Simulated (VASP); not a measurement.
ZrMo2C2, 5 atoms in the cell. Symmetry: P6/mmm, No. 191, hexagonal system. The conventional cell has a = 4.188 Å, b = 4.188 Å, c = 5.590 Å, α = 90.00°, β = 90.00°, γ = 120.00°. Within 2.8 Å of Zr (site symmetry 6/mmm) lie 2 C at 2.12 Å. Mo (site symmetry -6m2) has 3 Mo at 2.42 Å and 6 C at 2.51 Å within 3.2 Å. C (site symmetry 6mm) has 1 C at 1.35 Å within 1.8 Å. 

```yaml
Program: VASP 6.6.1
Task: density of states
Functional: PBE
Potentials_or_basis: VASP PAW PBE potentials, release 64 (Zr_sv, Mo_sv, C)
Cutoff: 520 eV
k_mesh: 12 × 12 × 8
Occupations: gaussian, width 0.1 eV
Spin: no spin polarisation
Dipole_correction: no
k_mesh_for_the_DOS: 18 × 18 × 12
Occupations_for_the_DOS: tetrahedron
Further_INCAR_settings: ALGO = Normal; EDIFF = 1e-06; NBANDS = 32
```

Potentials or basis: VASP PAW PBE potentials, release 64 (Zr_sv, Mo_sv, C).

Command:

```bash
$ cat potpaw_PBE.64/Zr_sv/POTCAR potpaw_PBE.64/Mo_sv/POTCAR potpaw_PBE.64/C/POTCAR > POTCAR
$ cp INCAR.step1 INCAR
$ cp KPOINTS.step1 KPOINTS
$ mpirun -np 1 vasp_std > vasp.out
$ cp INCAR.step2 INCAR
$ cp KPOINTS.step2 KPOINTS
$ mpirun -np 1 vasp_std > vasp.out
```

Hardware: 1 thread of AMD EPYC 7R13, with other jobs on the host.

Task: How long does it take, and how much memory?

Result: It took 7.8 min on 1 thread of AMD EPYC 7R13, with other jobs on the host, peak memory 0.69 GiB. Counts: k points 259.
